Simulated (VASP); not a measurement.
Set up this calculation in VASP 6.6.1, as the native input.

```yaml
Task: single point
Functional: revPBE
Potentials_or_basis: VASP PAW PBE potentials, release 64 (Cu, O)
Cutoff: 520 eV
k_mesh: 7 × 7 × 7
Occupations: fermi-dirac, width 0.1 eV
Spin: no spin polarisation
Dipole_correction: no
Further_INCAR_settings: ALGO = Normal; EDIFF = 1e-06; NBANDS = 30
```

The structure of Cu3O2 lies in POSCAR:

```
Cu3O2
1.0
   -2.0229820000      2.0229820000      3.6736170000
    2.0229820000     -2.0229820000      3.6736170000
    2.0229820000      2.0229820000     -3.6736170000
Cu O
3 2
Direct
    0.2500000000      0.7500000000      0.5000000000
    0.7500000000      0.2500000000      0.5000000000
    0.0000000000      0.0000000000      0.0000000000
    0.0000000000      0.5000000000      0.5000000000
    0.5000000000      0.0000000000      0.5000000000
```

One way to write it, as run:

INCAR

```
SYSTEM = Cu3O2
PREC = Accurate
ENCUT = 520
EDIFF = 1E-6
ISMEAR = -1
SIGMA = 0.1
LREAL = .False.
LASPH = .True.
NELM = 100
ALGO = Normal
ISIF = 2
LWAVE = .False.
LCHARG = .True.
GGA = RE
LELF = .True.
LVHAR = .True.
NBANDS = 30
```

KPOINTS

```
regular mesh
0
Gamma
  7 7 7
  0 0 0
```

Potentials or basis: VASP PAW PBE potentials, release 64 (Cu, O).

Run with:

```bash
$ cat potpaw_PBE.64/Cu/POTCAR potpaw_PBE.64/O/POTCAR > POTCAR
$ mpirun -np 1 vasp_std > vasp.out
```

It gave:

The pressure is 5.0 GPa and the band gap on the k mesh is zero (an odd number of electrons rules out a gap without spin polarisation).

Caveat: the cell stands under pressure; the PAW data sets were made with another functional, which shifts forces and pressure a little; an odd number of electrons without spin polarisation forces a metal; a magnetic or distorted state may lie lower.

It took 2.7 min on 1 thread of Intel Xeon 8259CL (shared host), peak memory 0.23 GiB.
